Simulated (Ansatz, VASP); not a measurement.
## TiAl in VASP and in Ansatz

Contents of INCAR:

```
PREC = Accurate ; ENCUT = 520
EDIFF = 1E-6 ; ISMEAR = 0
SIGMA = 0.15 ; LREAL = False
LASPH = True ; NELM = 100
ALGO = Fast ; ISIF = 2
LWAVE = False ; LCHARG = True
GGA = PS ; LELF = True
LVHAR = True ; NBANDS = 14
```

File KPOINTS:

```
regular mesh
0
Gamma
  18 18 10
```

POSCAR

```
TiAl
1.0
    2.9532800997      0.0000000000      0.0000000000
   -1.4766400498      2.5576155908      0.0000000000
    0.0000000000      0.0000000000      4.6780830000
Ti Al
1 1
Direct
    0.0000000000      0.0000000000      0.0000000000
    0.3333333333      0.6666666667      0.5000000000
```

Input for Ansatz:

```yaml
crystal:
  lattice:
    - [2.9532800997, 0.0, 0.0]
    - [-1.4766400498, 2.5576155908, 0.0]
    - [0.0, 0.0, 4.678083]
  atoms:
    - { symbol: Ti, position: [0.0, 0.0, 0.0] }
    - { symbol: Al, position: [0.3333333333, 0.6666666667, 0.5] }
basis:
  ecutwfc: 420
kpoints:
  mp_grid: { grid: [18, 18, 10] }
hamiltonian:
  xc: pbesol
scf:
  occupations: { method: gaussian, width: 0.15 }
output:
  forces: true
  stress: true
  eigenvalues: true
```

Change from the starting cell: strain +0.030 along x and y, +0.000 along z, atoms carried along.

Alike in both runs: task single point; functional PBEsol; k mesh 18 × 18 × 10; occupations gaussian, width 0.15 eV; no spin polarisation.

|  | VASP | Ansatz |
| --- | --- | --- |
| version | VASP 6.6.1 | Ansatz 0.2.0 |
| potentials or method | VASP PAW PBE potentials, release 64 (Ti_sv, Al), cutoff 520 eV | scalar-relativistic, plane waves, PAW |
| valence electrons in the cell | 15 | 15 |

```csv
,VASP,Ansatz,Ansatz less VASP
gap on the k mesh at the Fermi level (eV),none,none,-
pressure (GPa),-7.9,-7.9,-0.01
"traceless stress, the component that is largest in VASP (GPa)",0.88,0.83,-0.051
```

VASP's potentials were made for PBE, not for PBEsol. A gap of «none» marks a metal or a gap that the smearing closes. With one functional, cell and mesh, what is left measures potentials, basis and numerics.
